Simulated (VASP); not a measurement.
Here is a VASP 6.6.1 calculation.

The input INCAR:

```
PREC     = Accurate       # precision mode
ENCUT    = 520            # plane-wave cutoff, eV
EDIFF    = 1E-8           # SCF threshold, eV
ISMEAR   = -1             # smearing method
SIGMA    = 0.05           # smearing width, eV
LREAL    = False          # projectors in reciprocal space
LASPH    = True           # aspherical terms in the spheres
NELM     = 80             # most SCF steps
ALGO     = Normal         # electronic algorithm
ISIF     = 2              # what is computed and relaxed
LWAVE    = False          # write WAVECAR
LCHARG   = False          # write CHGCAR
GGA      = PS             # functional
LEFG     = True         
NBANDS   = 34             # bands
```

File KPOINTS:

```
Automatic mesh
0
Gamma
  9 9 8
```

Contents of POSCAR:

```
Ga
1.0
    2.2248685607     -3.7707396132      0.0000000000
    2.2248685607      3.7707396132      0.0000000000
    0.0000000000      0.0000000000      4.4556560304
Ga
4
Direct
    0.1525000000      0.8475000000      0.0785000000
    0.6525000000      0.3475000000      0.4215000000
    0.8475000000      0.1525000000      0.9215000000
    0.3475000000      0.6525000000      0.5785000000
```

Potentials or basis: VASP PAW PBE potentials, release 64 (Ga_d).

Run with:

```console
$ cat potpaw_PBE.64/Ga_d/POTCAR > POTCAR
$ mpirun -np 1 vasp_std > vasp.out
```

Question: Estimate the largest force.

Answer: 0.462 eV/Å.

Question: What does it give for the band gap on the k mesh?

Answer: Zero (bands 26 and 27 overlap by 1.28 eV).

Question: Predict the pressure.

Answer: 1.3 GPa.

Forces on the atoms (eV/Å):
```
Ga   0.000 -0.443  0.131
Ga   0.000 -0.443 -0.131
Ga   0.000  0.443 -0.131
Ga   0.000  0.443  0.131
```

Caveat: without QUAD_EFG the Cq values of the log hold for a quadrupole moment of 1 mb, not for the nuclei; the PAW data sets were made with another functional, which shifts forces and pressure a little.
